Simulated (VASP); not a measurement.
# As (I4/mmm) in VASP: a series of runs

The runs below take As through single point, with PBEsol.

Everything below comes from runs of VASP 6.6.1. Logs are shortened: lines on timing, memory, paths and dates and some standing lists are left out, and cuts for length are marked.

## Step 1: The cell of the first run

The structure is tetragonal, space group I4/mmm (No. 139). Conventional cell: a = 2.691 Å, b = 2.691 Å, c = 5.177 Å, α = 90.00°, β = 90.00°, γ = 90.00°. As (site symmetry 4/mmm) has 12 As at 2.69 to 3.21 Å within 3.5 Å.

## Step 2: Single point, PBEsol

INCAR reads:

```
PREC = Accurate ; ENCUT = 520
EDIFF = 1E-6 ; ISMEAR = 0
SIGMA = 0.1 ; LREAL = False
LASPH = True ; NELM = 100
ALGO = Normal ; ISIF = 2
LWAVE = False ; LCHARG = False
GGA = PS ; NBANDS = 8
```

KPOINTS reads:

```
regular mesh
0
Gamma
  8 8 8
```

POSCAR reads:

```
As
1.0
   -1.3453865976      1.3453865976      2.5883870814
    1.3453865976     -1.3453865976      2.5883870814
    1.3453865976      1.3453865976     -2.5883870814
As
1
Direct
    0.0000000000      0.0000000000      0.0000000000
```

Potentials or basis: VASP PAW PBE potentials, release 64 (As).

Launch:

```console
$ cat potpaw_PBE.64/As/POTCAR > POTCAR
$ mpirun -np 1 vasp_std > vasp.out
```

OUTCAR:

```text
PREC = Accurate
   ENCUT = 520
   EDIFF = 1E-6
   ISMEAR = 0
   LREAL = False
   LASPH = True
   NELM = 100
   ISIF = 2
   GGA = PS

 ion  position               nearest neighbor table
   1  0.000  0.000  0.000-

  LATTYP: Found a body centered tetragonal cell.
 ALAT       =     2.6907731952
 C/A-ratio  =     1.9238983694

  Lattice vectors:

 A1 = (  -1.3453865976,   1.3453865976,   2.5883870814)
 A2 = (   1.3453865976,  -1.3453865976,   2.5883870814)
 A3 = (   1.3453865976,   1.3453865976,  -2.5883870814)

Analysis of symmetry for initial positions (statically):
=====================================================================
 Subroutine PRICEL returns:
 Original cell was already a primitive cell.

 Routine SETGRP: Setting up the symmetry group for a
 body centered tetragonal supercell.

 Subroutine GETGRP returns: Found 16 space group operations
 (whereof 16 operations were pure point group operations)
 out of a pool of 16 trial point group operations.

The static configuration has the point symmetry D_4h.

Analysis of symmetry for dynamics (positions and initial velocities):
=====================================================================
 Subroutine PRICEL returns:
 Original cell was already a primitive cell.

 Routine SETGRP: Setting up the symmetry group for a
 body centered tetragonal supercell.

 Subroutine GETGRP returns: Found 16 space group operations
 (whereof 16 operations were pure point group operations)
 out of a pool of 16 trial point group operations.

The dynamic configuration has the point symmetry D_4h.

 Subroutine INISYM returns: Found 16 space group operations
 (whereof 16 operations are pure point group operations),
 and found     1 'primitive' translations

----------------------------------------------------------------------------------------

                                     Primitive cell

  volume of cell :      18.7406

  direct lattice vectors                    reciprocal lattice vectors
    -1.345386598  1.345386598  2.588387081     0.000000000  0.371640390  0.193170490
     1.345386598 -1.345386598  2.588387081     0.371640390  0.000000000  0.193170490
     1.345386598  1.345386598 -2.588387081     0.371640390  0.371640390  0.000000000

  length of vectors
     3.212456673  3.212456673  3.212456673     0.418845339  0.418845339  0.525578880

  position of ions in fractional coordinates (direct lattice)
     0.000000000  0.000000000  0.000000000

  ion indices of the primitive-cell ions
   primitive index   ion index
                 1           1

----------------------------------------------------------------------------------------

 KPOINTS: regular mesh

Automatic generation of k-mesh.
 Grid dimensions read from file:
 generate k-points for:    8    8    8

 Generating k-lattice:

  Cartesian coordinates                     Fractional coordinates (reciprocal lattice)
     0.000000000  0.046455049  0.024146311     0.125000000  0.000000000  0.000000000
     0.046455049  0.000000000  0.024146311     0.000000000  0.125000000  0.000000000
     0.046455049  0.046455049  0.000000000     0.000000000  0.000000000  0.125000000

  Length of vectors
     0.052355667  0.052355667  0.065697360

  Shift w.r.t. Gamma in fractional coordinates (k-lattice)
     0.000000000  0.000000000  0.000000000

 Subroutine IBZKPT returns following result:
 ===========================================

 Found     59 irreducible k-points:

 Following reciprocal coordinates:
            Coordinates               Weight
  0.000000  0.000000  0.000000      1.000000
  0.125000  0.000000 -0.000000      8.000000
  0.250000  0.000000 -0.000000      8.000000
  0.375000  0.000000 -0.000000      8.000000
  0.500000  0.000000 -0.000000      4.000000
  0.125000  0.125000 -0.000000      8.000000
[... 16 lines left out ...]
  0.250000  0.125000  0.125000     16.000000
  0.375000  0.125000  0.125000      8.000000
 [... further k-points ...]
   k-points           NKPTS =     59   k-points in BZ     NKDIM =     59   number of bands    NBANDS=      8
   number of dos      NEDOS =    301   number of ions     NIONS =      1
   total plane-waves  NPLWV =  13824
   dimension x,y,z NGX =    24 NGY =   24 NGZ =   24
   dimension x,y,z NGXF=    48 NGYF=   48 NGZF=   48
   ions per type =               1
   NGX,Y,Z   is equivalent  to a cutoff of  12.42, 12.42, 12.42 a.u.
   NGXF,Y,Z  is equivalent  to a cutoff of  24.84, 24.84, 24.84 a.u.
 SYSTEM =  unknown system
   PREC   = accura    normal or accurate (medium, high low for compatibility)
   ISTART =      0    job   : 0-new  1-cont  2-samecut
   ICHARG =      2    charge: 1-file 2-atom 10-const
   ISPIN  =      1    spin polarized calculation?
   LNONCOLLINEAR =      F non collinear calculations
   LSORBIT =      F    spin-orbit coupling
   LASPH  =      T    aspherical Exc in radial PAW
   ENCUT  =  520.0 eV  38.22 Ry    6.18 a.u.   5.97  5.97  5.97*2*pi/ulx,y,z
   NELM   =    100;   NELMIN=  2; NELMDL= -5     # of ELM steps
   EDIFF  = 0.1E-05   stopping-criterion for ELM
   LREAL  =      F    real-space projection
   EDIFFG = 0.1E-04   stopping-criterion for IOM
   NSW    =      0    number of steps for IOM
   IBRION =     -1    ionic relax: 0-MD 1-quasi-New 2-CG
   NFREE  =      0    steps in history (QN), initial steepest desc. (CG)
   ISIF   =      2    stress and relaxation
   ISYM   =      2    0-nonsym 1-usesym 2-fastsym
   POTIM  = 0.5000    time-step for ionic-motion
   TEBEG  =    0.0;   TEEND  =   0.0 temperature during run
   PSTRESS=    0.0 pullay stress
   NELECT =       5.0000    total number of electrons
   NUPDOWN=      -1.0000    fix difference up-down
   EMIN   =  10.00;   EMAX   =-10.00  energy-range for DOS
   EFERMI =   0.00;   METHOD = LEGACY
   ISMEAR =     0;   SIGMA  =   0.10  broadening in eV -4-tet -1-fermi 0-gaus
   EFERMI_NEDOS =   21; number of points for ismear=-14 and -15
   IALGO  =     38    algorithm
   IMIX   =      4    mixing-type and parameters
     AMIX     =   0.40;   BMIX     =  1.00
     AMIX_MAG =   1.60;   BMIX_MAG =  1.00
  volume/ion in A,a.u.               =      18.74       126.47
  Fermi-wavevector in a.u.,A,eV,Ry     =   1.053910  1.991602 15.112360  1.110727
  Thomas-Fermi vector in A             =   2.189050
   LORBIT       =      0    0 simple, 1 ext, 2 COOP (PROOUT), +10 PAW based schemes
   GGA     = PS    functional components
   LHFCALC =     F    Hartree Fock is set to
   AEXX    =    0.0000 exact exchange contribution
   IVDW    =     0    specifies the selected vdW correction
   LEPSILON=     F    determine dielectric tensor
   LRPA    =     F    only Hartree local field effects (RPA)
 non-spin polarized calculation
 Gauss-broadening in eV      SIGMA  =   0.10
  energy-cutoff  :      520.00
  volume of cell :       18.74
 maximum number of plane-waves:       517
   NGX = 11   NGY = 11   NGZ = 11

 number of electron       5.0000000 magnetization

 Free energy of the ion-electron system (eV)
  ---------------------------------------------------
  ext. energy  EPLUGINS =         0.00000000
  ---------------------------------------------------
  free energy    TOTEN  =        -4.69580075 eV

  energy without entropy =       -4.69082629  energy(sigma->0) =       -4.69331352

 E-fermi :   6.7200     XC(G=0): -10.9066

 val. band max:        6.7096085508   @ k =   0.1250   0.1250   0.1250
 cond. band min:       6.7735702926   @ k =   0.1250   0.1250   0.1250
 fundamental gap:      0.0639617419
 Fermi energy:         6.7199581762

 k-point     1 :       0.0000    0.0000    0.0000
  band No.  band energies     occupation
      1      -8.8155      2.00000
      2      10.2897      0.00000
      3      13.0413      0.00000
      4      13.0413      0.00000
      5      16.7826      0.00000
      6      17.8526      0.00000
      7      21.1684      0.00000
      8      21.1684      0.00000

 k-point     2 :       0.1250    0.0000   -0.0000
  band No.  band energies     occupation
      1      -8.4298      2.00000
      2       9.3958      0.00000
      3      10.5086      0.00000
      4      13.1113      0.00000
      5      16.8620      0.00000
      6      18.7184      0.00000
      7      19.2022      0.00000
      8      21.7482      0.00000

 k-point     3 :       0.2500    0.0000   -0.0000
  band No.  band energies     occupation
      1      -7.2900      2.00000
      2       5.7233      2.00000
      3       8.7543      0.00000
      4      13.3517      0.00000
      5      14.7204      0.00000
      6      19.1123      0.00000
      7      21.6604      0.00000
      8      23.0670      0.00000

 k-point     4 :       0.3750    0.0000   -0.0000
  band No.  band energies     occupation
      1      -5.5070      2.00000
      2       1.8475      2.00000
      3       7.9068      0.00000
      4      13.2339      0.00000
      5      13.7212      0.00000
      6      19.7321      0.00000
      7      22.2363      0.00000
      8      23.5310      0.00000

 k-point     5 :       0.5000    0.0000   -0.0000
  band No.  band energies     occupation
      1      -4.0664      2.00000
      2      -0.3226      2.00000
      3       7.6154      0.00000
      4      12.7375      0.00000
      5      13.9290      0.00000
      6      20.3679      0.00000
      7      21.4702      0.00000
      8      22.3769      0.00000
[... 177 lines left out ...]
 k-point    22 :       0.1250    0.1250    0.1250
  band No.  band energies     occupation
      1      -6.0756      2.00000
      2       6.7096      1.11637
      3       6.7736      0.44834
      4       9.5714      0.00000
      5      15.8539      0.00000
      6      15.9019      0.00000
      7      17.5279      0.00000
      8      24.0179      0.00000

 k-point    23 :       0.2500    0.1250    0.1250
  band No.  band energies     occupation
      1      -4.3067      2.00000
      2       2.9661      2.00000
      3       7.1684      0.00000
      4       8.8088      0.00000
      5      14.3588      0.00000
      6      15.1277      0.00000
      7      18.4978      0.00000
      8      26.5870      0.00000

 k-point    24 :       0.3750    0.1250    0.1250
  band No.  band energies     occupation
      1      -2.8799      2.00000
      2       0.8288      2.00000
      3       7.8452      0.00000
      4       8.0245      0.00000
      5      13.8997      0.00000
      6      14.2878      0.00000
      7      21.1305      0.00000
      8      23.4885      0.00000

 [... further k-points ...]
[... 5 lines left out ...]
  --------------------------------------------------------------------------------------
  -------------------------------------------------------------------------------------
  Total        0.0608123      0.0608123      0.0190378      0.0000000      0.0000000      0.0000000
  in kB        5.1989896      5.1989896      1.6275862      0.0000000      0.0000000      0.0000000
  external PRESSURE =       4.0085218 kB  Pullay stress =       0.0000000 kB

 VOLUME and BASIS-vectors are now :
 -----------------------------------------------------------------------------
  energy-cutoff  :      520.00
  volume of cell :       18.74
      direct lattice vectors                 reciprocal lattice vectors
    -1.345386598  1.345386598  2.588387081     0.000000000  0.371640390  0.193170490
     1.345386598 -1.345386598  2.588387081     0.371640390  0.000000000  0.193170490
     1.345386598  1.345386598 -2.588387081     0.371640390  0.371640390  0.000000000

 POSITION                                       TOTAL-FORCE (eV/Angst)
 -----------------------------------------------------------------------------------
      0.00000      0.00000      0.00000         0.000000      0.000000      0.000000
 -----------------------------------------------------------------------------------
    total drift:                                0.000000      0.000000      0.000000

  FREE ENERGIE OF THE ION-ELECTRON SYSTEM (eV)
  ---------------------------------------------------
  free  energy   TOTEN  =        -4.6958007543 eV

  energy  without entropy=       -4.6908262888  energy(sigma->0) =       -4.69331352
```

Run time: 2.6 s. Hardware: 1 thread of Intel Xeon 6975P-C (Granite Rapids), shared host; peak memory 0.13 GiB.

Results:

```yaml
Free_energy: -4.6958 eV
Pressure: 0.4 GPa
```

Caveat: the k points lie up to 0.41 Å⁻¹ apart; the PAW data sets were made with another functional, which shifts forces and pressure a little.

## Step 3: Single point, PBEsol

This run uses another cell than the first one, of 18.90 Å³/atom, 1.009 times its volume.

INCAR reads:

```
  PREC = Accurate
  ENCUT = 520
  EDIFF = 1E-7
  ISMEAR = 0
  SIGMA = 0.1
  LREAL = F
  LASPH = T
  NELM = 100
  ALGO = Normal
  ISIF = 2
  LWAVE = F
  LCHARG = F
  GGA = PS
  NBANDS = 8
```

KPOINTS reads:

```
regular mesh
0
Gamma
  28 28 28
```

POSCAR reads:

```
As
1.0
   -1.3490516680      1.3490516680      2.5967151104
    1.3490516680     -1.3490516680      2.5967151104
    1.3490516680      1.3490516680     -2.5967151104
As
1
Direct
    0.0000000000      0.0000000000      0.0000000000
```

Potentials or basis: VASP PAW PBE potentials, release 64 (As).

Launch:

```console
$ cat potpaw_PBE.64/As/POTCAR > POTCAR
$ mpirun -np 1 vasp_std > vasp.out
```

OUTCAR:

```text
PREC = Accurate
   ENCUT = 520
   EDIFF = 1E-7
   ISMEAR = 0
   LREAL = F
   LASPH = T
   NELM = 100
   ISIF = 2
   GGA = PS

 ion  position               nearest neighbor table
   1  0.000  0.000  0.000-

  LATTYP: Found a body centered tetragonal cell.
 ALAT       =     2.6981033360
 C/A-ratio  =     1.9248448165

  Lattice vectors:

 A1 = (  -1.3490516680,   1.3490516680,   2.5967151104)
 A2 = (   1.3490516680,  -1.3490516680,   2.5967151104)
 A3 = (   1.3490516680,   1.3490516680,  -2.5967151104)

Analysis of symmetry for initial positions (statically):
=====================================================================
 Subroutine PRICEL returns:
 Original cell was already a primitive cell.

 Routine SETGRP: Setting up the symmetry group for a
 body centered tetragonal supercell.

 Subroutine GETGRP returns: Found 16 space group operations
 (whereof 16 operations were pure point group operations)
 out of a pool of 16 trial point group operations.

The static configuration has the point symmetry D_4h.

Analysis of symmetry for dynamics (positions and initial velocities):
=====================================================================
 Subroutine PRICEL returns:
 Original cell was already a primitive cell.

 Routine SETGRP: Setting up the symmetry group for a
 body centered tetragonal supercell.

 Subroutine GETGRP returns: Found 16 space group operations
 (whereof 16 operations were pure point group operations)
 out of a pool of 16 trial point group operations.

The dynamic configuration has the point symmetry D_4h.

 Subroutine INISYM returns: Found 16 space group operations
 (whereof 16 operations are pure point group operations),
 and found     1 'primitive' translations

----------------------------------------------------------------------------------------

                                     Primitive cell

  volume of cell :      18.9035

[... 102 lines left out ...]
   EFERMI_NEDOS =   21; number of points for ismear=-14 and -15
   IALGO  =     38    algorithm
   IMIX   =      4    mixing-type and parameters
     AMIX     =   0.40;   BMIX     =  1.00
     AMIX_MAG =   1.60;   BMIX_MAG =  1.00
  volume/ion in A,a.u.               =      18.90       127.57
  Fermi-wavevector in a.u.,A,eV,Ry     =   1.050875  1.985866 15.025431  1.104338
  Thomas-Fermi vector in A             =   2.185896
   LORBIT       =      0    0 simple, 1 ext, 2 COOP (PROOUT), +10 PAW based schemes
   GGA     = PS    functional components
   LHFCALC =     F    Hartree Fock is set to
   AEXX    =    0.0000 exact exchange contribution
   IVDW    =     0    specifies the selected vdW correction
   LEPSILON=     F    determine dielectric tensor
   LRPA    =     F    only Hartree local field effects (RPA)
 non-spin polarized calculation
 Gauss-broadening in eV      SIGMA  =   0.10
  energy-cutoff  :      520.00
  volume of cell :       18.90
 maximum number of plane-waves:       526
   NGX = 11   NGY = 11   NGZ = 11

 number of electron       5.0000000 magnetization

 Free energy of the ion-electron system (eV)
  ---------------------------------------------------
  ext. energy  EPLUGINS =         0.00000000
  ---------------------------------------------------
  free energy    TOTEN  =        -4.68158826 eV

  energy without entropy =       -4.67939080  energy(sigma->0) =       -4.68048953

 E-fermi :   6.4806     XC(G=0): -10.8664

 val. band max:        6.4802731103   @ k =  -0.4286   0.4286   0.1786
 cond. band min:       6.4834076318   @ k =  -0.1071   0.3571   0.1071
 fundamental gap:      0.0031345215
 Fermi energy:         6.4805932961

 k-point     1 :       0.0000    0.0000    0.0000
  band No.  band energies     occupation
      1      -8.8327      2.00000
      2      10.1458      0.00000
      3      12.8769      0.00000
      4      12.8769      0.00000
      5      16.6336      0.00000
      6      17.7213      0.00000
      7      21.0347      0.00000
      8      21.0347      0.00000
[... 243 lines left out ...]
 k-point    24 :       0.3214    0.0357    0.0000
  band No.  band energies     occupation
      1      -6.2374      2.00000
      2       3.1566      2.00000
      3       7.8515      0.00000
      4      13.0053      0.00000
      5      13.7878      0.00000
      6      19.3435      0.00000
      7      22.1567      0.00000
      8      23.6762      0.00000

 [... further k-points ...]
[... 5 lines left out ...]
  --------------------------------------------------------------------------------------
  -------------------------------------------------------------------------------------
  Total        0.0422725      0.0422725      0.0121161      0.0000000      0.0000000      0.0000000
  in kB        3.5828393      3.5828393      1.0269108      0.0000000      0.0000000      0.0000000
  external PRESSURE =       2.7308632 kB  Pullay stress =       0.0000000 kB

 VOLUME and BASIS-vectors are now :
 -----------------------------------------------------------------------------
  energy-cutoff  :      520.00
  volume of cell :       18.90
      direct lattice vectors                 reciprocal lattice vectors
    -1.349051668  1.349051668  2.596715110     0.000000000  0.370630727  0.192550965
     1.349051668 -1.349051668  2.596715110     0.370630727  0.000000000  0.192550965
     1.349051668  1.349051668 -2.596715110     0.370630727  0.370630727  0.000000000

 POSITION                                       TOTAL-FORCE (eV/Angst)
 -----------------------------------------------------------------------------------
      0.00000      0.00000      0.00000         0.000000     -0.000000      0.000000
 -----------------------------------------------------------------------------------
    total drift:                                0.000000      0.000000     -0.000000

  FREE ENERGIE OF THE ION-ELECTRON SYSTEM (eV)
  ---------------------------------------------------
  free  energy   TOTEN  =        -4.6815882551 eV

  energy  without entropy=       -4.6793907991  energy(sigma->0) =       -4.68048953
```

stdout:

```text
POSCAR found type information on POSCAR As
 POSCAR found :  1 types and       1 ions
 scaLAPACK will be used
 -----------------------------------------------------------------------------
|                                                                             |
|                                                                             |
|     You enforced a specific xc type in the INCAR file but a different       |
|     I HOPE YOU KNOW WHAT YOU ARE DOING!                                     |
|                                                                             |
 -----------------------------------------------------------------------------

 LDA part: xc-table for (Slater+PW92), standard interpolation
 POSCAR, INCAR and KPOINTS ok, starting setup
 FFT: planning ... GRIDC
 FFT: planning ... GRID_SOFT
 FFT: planning ... GRID
 WAVECAR not read
 entering main loop
```

Run time: 52 s. Hardware: 1 thread of Intel Xeon 6975P-C (Granite Rapids), shared host; peak memory 0.34 GiB.

Results:

```
Free energy : -4.6816 eV
Pressure    : 0.3 GPa
```

Caveat: the PAW data sets were made with another functional, which shifts forces and pressure a little.
